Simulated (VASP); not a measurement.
# Li5NbO5 (C2/m) in VASP: notebook

Runs on Li5NbO5. Level: r2SCAN. Tasks: single point.

Everything below comes from runs of VASP 6.6.1. Logs are shortened: lines on timing, memory, paths and dates and some standing lists are left out, and cuts for length are marked.

## 1. The cell of the first run

It takes space group C2/m (No. 12, monoclinic). Conventional cell: a = 9.799 Å, b = 4.034 Å, c = 5.850 Å, α = 90.00°, β = 108.78°, γ = 90.00°. Li (site symmetry m) has 5 O at 1.95 to 2.40 Å and 6 Li at 2.65 to 2.75 Å within 2.8 Å. Li (site symmetry m) has 5 O at 1.99 to 2.27 Å and 5 Li at 2.59 to 2.75 Å and 1 Nb at 2.86 Å within 2.9 Å. Li (site symmetry 2/m) has 4 O at 1.98 to 2.14 Å and 2 Li at 2.65 Å within 2.7 Å. Nb (site symmetry 2/m) has 6 O at 1.98 to 2.02 Å within 2.6 Å. O (site symmetry m) has 5 Li at 1.95 to 2.06 Å and 1 Nb at 1.99 Å within 2.6 Å. Within 2.6 Å of O (site symmetry m) lie 5 Li at 1.98 to 2.14 Å and 1 Nb at 1.98 Å. Within 2.7 Å of O (site symmetry 2/m) lie 2 Nb at 2.02 Å and 4 Li at 2.27 to 2.40 Å.

## 2. Single point, r2SCAN (9.95 Å³/atom)

Input file POSCAR:

```
Li5NbO5
1.0
    4.8994548088     -2.0167829030      0.0044717025
    4.8994548088      2.0167829030      0.0044717025
   -1.8880593220      0.0000000000      5.5367910150
Li Nb O
5 1 5
Direct
    0.7146227414      0.7146227414      0.3448351263
    0.6918302544      0.6918302544      0.8639094238
    0.0000000000      0.0000000000      0.5000000000
    0.3081697456      0.3081697456      0.1360905762
    0.2853772586      0.2853772586      0.6551648737
    0.0000000000      0.0000000000      0.0000000000
    0.8552235499      0.8552235499      0.1729823888
    0.8432788524      0.8432788524      0.6847552572
    0.5000000000      0.5000000000      0.0000000000
    0.1567211476      0.1567211476      0.3152447428
    0.1447764501      0.1447764501      0.8270176112
```

Input file INCAR.step1:

```
PREC = Accurate ; ENCUT = 520
ISMEAR = 0 ; SIGMA = 0.02
LREAL = F ; LASPH = T
NELM = 60 ; NBANDS = 40
GGA = PE ; ALGO = Normal
EDIFF = 1E-4 ; LWAVE = T
LCHARG = F
```

Input file INCAR.step2:

```
PREC = Accurate ; ENCUT = 520
EDIFF = 1E-6 ; ISMEAR = 0
SIGMA = 0.02 ; LREAL = F
LASPH = T ; NELM = 60
ALGO = Normal ; ISIF = 2
LWAVE = F ; LCHARG = F
METAGGA = R2SCAN ; LMIXTAU = T
NBANDS = 40 ; ISTART = 1
```

Input file KPOINTS:

```
regular mesh
0
Gamma
  6 6 4
```

Potentials or basis: VASP PAW PBE potentials, release 64 (Li_sv, Nb_sv, O).

The run is started by

```
> cat potpaw_PBE.64/Li_sv/POTCAR potpaw_PBE.64/Nb_sv/POTCAR potpaw_PBE.64/O/POTCAR > POTCAR
> cp INCAR.step1 INCAR
> mpirun -np 1 vasp_std > vasp.out
> cp INCAR.step2 INCAR
> mpirun -np 1 vasp_std > vasp.out
```

OUTCAR:

```text
PREC = Accurate
   ENCUT = 520
   EDIFF = 1E-6
   ISMEAR = 0
   LREAL = F
   LASPH = T
   NELM = 60
   ISIF = 2
   METAGGA = R2SCAN
   ISTART = 1

 ion  position               nearest neighbor table
   1  0.715  0.715  0.345-   7 1.95   8 1.98  10 2.09  10 2.09
   2  0.692  0.692  0.864-   7 1.99  11 2.06  11 2.06   8 2.07   9 2.27   4 2.59   4 2.59
   3  0.000  0.000  0.500-   7 1.98  11 1.98  10 2.14   8 2.14
   4  0.308  0.308  0.136-  11 1.99   7 2.06   7 2.06  10 2.07   9 2.27   2 2.59   2 2.59
   5  0.285  0.285  0.655-  11 1.95  10 1.98   8 2.09   8 2.09
   6  0.000  0.000  0.000-   8 1.98  10 1.98   7 1.99  11 1.99   9 2.02   9 2.02
   7  0.855  0.855  0.173-   1 1.95   3 1.98   6 1.99   2 1.99   4 2.06   4 2.06
   8  0.843  0.843  0.685-   1 1.98   6 1.98   2 2.07   5 2.09   5 2.09   3 2.14
   9  0.500  0.500  0.000-   6 2.02   6 2.02   2 2.27   4 2.27
  10  0.157  0.157  0.315-   5 1.98   6 1.98   4 2.07   1 2.09   1 2.09   3 2.14
  11  0.145  0.145  0.827-   5 1.95   3 1.98   6 1.99   4 1.99   2 2.06   2 2.06

  LATTYP: Found a base centered monoclinic cell.
 ALAT       =     9.7989136989
 B/A-ratio  =     0.4116339760
 C/A-ratio  =     0.5969903219
 COS(beta)  =    -0.3218891089

  Lattice vectors:

 A1 = (   4.8994548088,  -2.0167829030,   0.0044717025)
 A2 = (   4.8994548088,   2.0167829030,   0.0044717025)
 A3 = (  -1.8880593220,   0.0000000000,   5.5367910150)

Analysis of symmetry for initial positions (statically):
=====================================================================
 Subroutine PRICEL returns:
 Original cell was already a primitive cell.

 Routine SETGRP: Setting up the symmetry group for a
 base centered monoclinic supercell.

 Subroutine GETGRP returns: Found  4 space group operations
 (whereof  4 operations were pure point group operations)
 out of a pool of  4 trial point group operations.

The static configuration has the point symmetry C_2h.

Analysis of symmetry for dynamics (positions and initial velocities):
=====================================================================
 Subroutine PRICEL returns:
 Original cell was already a primitive cell.

 Routine SETGRP: Setting up the symmetry group for a
 base centered monoclinic supercell.

 Subroutine GETGRP returns: Found  4 space group operations
 (whereof  4 operations were pure point group operations)
 out of a pool of  4 trial point group operations.

The dynamic configuration has the point symmetry C_2h.

 Subroutine INISYM returns: Found  4 space group operations
 (whereof  4 operations are pure point group operations),
 and found     1 'primitive' translations

----------------------------------------------------------------------------------------

                                     Primitive cell

  volume of cell :     109.4536

  direct lattice vectors                    reciprocal lattice vectors
     4.899454809 -2.016782903  0.004471702     0.102020419 -0.247919595  0.034789213
     4.899454809  2.016782903  0.004471702     0.102020419  0.247919595  0.034789213
    -1.888059322  0.000000000  5.536791015    -0.000164790  0.000000000  0.180553838

  length of vectors
     5.298310174  5.298310174  5.849856643     0.270337901  0.270337901  0.180553913

  position of ions in fractional coordinates (direct lattice)
     0.714622741  0.714622741  0.344835126
     0.691830254  0.691830254  0.863909424
     0.000000000  0.000000000  0.500000000
     0.308169746  0.308169746  0.136090576
     0.285377259  0.285377259  0.655164874
     0.000000000  0.000000000  0.000000000
     0.855223550  0.855223550  0.172982389
     0.843278852  0.843278852  0.684755257
     0.500000000  0.500000000  0.000000000
     0.156721148  0.156721148  0.315244743
     0.144776450  0.144776450  0.827017611

  ion indices of the primitive-cell ions
   primitive index   ion index
                 1           1
                 2           2
                 3           3
                 4           4
                 5           5
                 6           6
                 7           7
                 8           8
                 9           9
                10          10
                11          11

----------------------------------------------------------------------------------------

 KPOINTS: regular mesh

Automatic generation of k-mesh.
 Grid dimensions read from file:
 generate k-points for:    6    6    4

 Generating k-lattice:

  Cartesian coordinates                     Fractional coordinates (reciprocal lattice)
     0.017003403 -0.041319932  0.005798202     0.166666667 -0.000000000  0.000000000
     0.017003403  0.041319932  0.005798202    -0.000000000  0.166666667  0.000000000
    -0.000041198  0.000000000  0.045138459     0.000000000  0.000000000  0.250000000

  Length of vectors
     0.045056317  0.045056317  0.045138478

  Shift w.r.t. Gamma in fractional coordinates (k-lattice)
     0.000000000  0.000000000  0.000000000

 Subroutine IBZKPT returns following result:
 ===========================================

 Found     47 irreducible k-points:

 Following reciprocal coordinates:
            Coordinates               Weight
  0.000000  0.000000  0.000000      1.000000
  0.166667  0.000000  0.000000      4.000000
  0.333333  0.000000  0.000000      4.000000
  0.500000  0.000000  0.000000      2.000000
  0.166667  0.166667  0.000000      2.000000
  0.333333  0.166667  0.000000      4.000000
[... 16 lines left out ...]
 -0.333333  0.166667  0.250000      4.000000
 -0.166667  0.166667  0.250000      4.000000
 [... further k-points ...]
   k-points           NKPTS =     47   k-points in BZ     NKDIM =     47   number of bands    NBANDS=     40
   number of dos      NEDOS =    301   number of ions     NIONS =     11
   total plane-waves  NPLWV =  76800
   dimension x,y,z NGX =    40 NGY =   40 NGZ =   48
   dimension x,y,z NGXF=    80 NGYF=   80 NGZF=   96
   ions per type =               5   1   5
   NGX,Y,Z   is equivalent  to a cutoff of  12.55, 12.55, 13.64 a.u.
   NGXF,Y,Z  is equivalent  to a cutoff of  25.10, 25.10, 27.28 a.u.
 SYSTEM =  unknown system
   PREC   = accura    normal or accurate (medium, high low for compatibility)
   ISTART =      1    job   : 0-new  1-cont  2-samecut
   ICHARG =      0    charge: 1-file 2-atom 10-const
   ISPIN  =      1    spin polarized calculation?
   LNONCOLLINEAR =      F non collinear calculations
   LSORBIT =      F    spin-orbit coupling
   LASPH  =      T    aspherical Exc in radial PAW
   ENCUT  =  520.0 eV  38.22 Ry    6.18 a.u.   9.85  9.85 10.88*2*pi/ulx,y,z
   NELM   =     60;   NELMIN=  2; NELMDL=  0     # of ELM steps
   EDIFF  = 0.1E-05   stopping-criterion for ELM
   LREAL  =      F    real-space projection
   EDIFFG = 0.1E-04   stopping-criterion for IOM
   NSW    =      0    number of steps for IOM
   IBRION =     -1    ionic relax: 0-MD 1-quasi-New 2-CG
   NFREE  =      0    steps in history (QN), initial steepest desc. (CG)
   ISIF   =      2    stress and relaxation
   ISYM   =      2    0-nonsym 1-usesym 2-fastsym
   POTIM  = 0.5000    time-step for ionic-motion
   TEBEG  =    0.0;   TEEND  =   0.0 temperature during run
   PSTRESS=    0.0 pullay stress
   NELECT =      58.0000    total number of electrons
   NUPDOWN=      -1.0000    fix difference up-down
   EMIN   =  10.00;   EMAX   =-10.00  energy-range for DOS
   EFERMI =   0.00;   METHOD = LEGACY
   ISMEAR =     0;   SIGMA  =   0.02  broadening in eV -4-tet -1-fermi 0-gaus
   EFERMI_NEDOS =   21; number of points for ismear=-14 and -15
   IALGO  =     38    algorithm
   IMIX   =      4    mixing-type and parameters
     AMIX     =   0.40;   BMIX     =  1.00
     AMIX_MAG =   1.60;   BMIX_MAG =  1.00
  volume/ion in A,a.u.               =       9.95        67.15
  Fermi-wavevector in a.u.,A,eV,Ry     =   1.324771  2.503454 23.878468  1.755018
  Thomas-Fermi vector in A             =   2.454281
   LORBIT       =      0    0 simple, 1 ext, 2 COOP (PROOUT), +10 PAW based schemes
   METAGGA = R2SCAN    functional components
   LHFCALC =     F    Hartree Fock is set to
   AEXX    =    0.0000 exact exchange contribution
   IVDW    =     0    specifies the selected vdW correction
   LEPSILON=     F    determine dielectric tensor
   LRPA    =     F    only Hartree local field effects (RPA)
 non-spin polarized calculation
 Gauss-broadening in eV      SIGMA  =   0.02
  energy-cutoff  :      520.00
  volume of cell :      109.45
 maximum number of plane-waves:      2969
   NGX = 19   NGY = 19   NGZ = 21

 number of electron      58.0000018 magnetization

 Free energy of the ion-electron system (eV)
  ---------------------------------------------------
  ext. energy  EPLUGINS =         0.00000000
  ---------------------------------------------------
  free energy    TOTEN  =       -94.08909253 eV

  energy without entropy =      -94.08909253  energy(sigma->0) =      -94.08909253

 E-fermi :   2.2871     XC(G=0): -10.4317

 val. band max:        2.0262013730   @ k =  -0.3333   0.1667   0.0000
 cond. band min:       5.6074819216   @ k =   0.0000   0.0000   0.0000
 fundamental gap:      3.5812805486
 Fermi energy:         2.2871136649

 k-point     1 :       0.0000    0.0000    0.0000
  band No.  band energies     occupation
      1     -54.1346      2.00000
      2     -42.6937      2.00000
      3     -42.4068      2.00000
      4     -42.3673      2.00000
      5     -42.0439      2.00000
      6     -42.0144      2.00000
[... 32 lines left out ...]
     39      12.7283      0.00000
     40      14.1832      0.00000

 k-point     2 :       0.1667    0.0000    0.0000
  band No.  band energies     occupation
      1     -54.1340      2.00000
      2     -42.6936      2.00000
      3     -42.4039      2.00000
      4     -42.3696      2.00000
      5     -42.0420      2.00000
      6     -42.0164      2.00000
[... 939 lines left out ...]
  band No.  band energies     occupation
      1     -54.1327      2.00000
      2     -42.6935      2.00000
      3     -42.3960      2.00000
      4     -42.3763      2.00000
      5     -42.0368      2.00000
      6     -42.0216      2.00000
[... 32 lines left out ...]
     39      13.3952      0.00000
     40      13.5800      0.00000

 [... further k-points ...]

------------------------ aborting loop because EDIFF is reached ----------------------------------------

  FORCE on cell =-STRESS in cart. coord.  units (eV):
  Direction    XX          YY          ZZ          XY          YZ          ZX
  --------------------------------------------------------------------------------------
  -------------------------------------------------------------------------------------
  Total       -2.2541576     -2.2758505     -2.1348758      0.0000000      0.0000000      0.0208108
  in kB      -32.9962575    -33.3137972    -31.2502158      0.0000000      0.0000000      0.3046270
  external PRESSURE =     -32.5200902 kB  Pullay stress =       0.0000000 kB

 VOLUME and BASIS-vectors are now :
 -----------------------------------------------------------------------------
  energy-cutoff  :      520.00
  volume of cell :      109.45
      direct lattice vectors                 reciprocal lattice vectors
     4.899454809 -2.016782903  0.004471702     0.102020419 -0.247919595  0.034789213
     4.899454809  2.016782903  0.004471702     0.102020419  0.247919595  0.034789213
    -1.888059322  0.000000000  5.536791015    -0.000164790  0.000000000  0.180553838

 POSITION                                       TOTAL-FORCE (eV/Angst)
 -----------------------------------------------------------------------------------
      6.35145      0.00000      1.91567        -0.006356      0.000000      0.009193
      5.14807      0.00000      4.78947         0.005767      0.000000     -0.001111
     -0.94403      0.00000      2.76840         0.000000      0.000000      0.000000
      2.76278      0.00000      0.75626        -0.005767      0.000000      0.001111
      1.55940      0.00000      3.63006         0.006356      0.000000     -0.009193
      0.00000      0.00000      0.00000         0.000000      0.000000      0.000000
      8.05366      0.00000      0.96542        -0.014043      0.000000     -0.003590
      6.97035      0.00000      3.79889        -0.005144      0.000000     -0.018576
      4.89945      0.00000      0.00447         0.000000     -0.000000      0.000000
      0.94050      0.00000      1.74685         0.005144      0.000000      0.018576
     -0.14281      0.00000      4.58032         0.014043      0.000000      0.003590
 -----------------------------------------------------------------------------------
    total drift:                                0.000000      0.000000     -0.000000

  FREE ENERGIE OF THE ION-ELECTRON SYSTEM (eV)
  ---------------------------------------------------
  free  energy   TOTEN  =       -94.0890925311 eV

  energy  without entropy=      -94.0890925311  energy(sigma->0) =      -94.08909253
```

It took 36 min on 1 thread of Oxide Virtual Turin-like, shared host; peak memory 0.37 GiB.

What came out:

```yaml
Free_energy: -94.0891 eV
Largest_force: 0.019 eV/Å
Band_gap_on_the_k_mesh: 3.58 eV (least direct gap 3.70 eV)
```

Forces in eV/Å, atoms in the order of the input:
```
Li  -0.006  0.000  0.009
Li   0.006  0.000 -0.001
Li   0.000  0.000  0.000
Li  -0.006  0.000  0.001
Li   0.006  0.000 -0.009
Nb   0.000  0.000  0.000
O   -0.014  0.000 -0.004
O   -0.005  0.000 -0.019
O    0.000  0.000  0.000
O    0.005  0.000  0.019
O    0.014  0.000  0.004
```

Caveat: the cutoff is under 1.25 times the usual one of these potentials, so pressure, stress and relaxed cells hold a basis-set (Pulay) error; the PAW data sets were made with another functional, which shifts forces and pressure a little.

(Continued in part 2 of 2.)
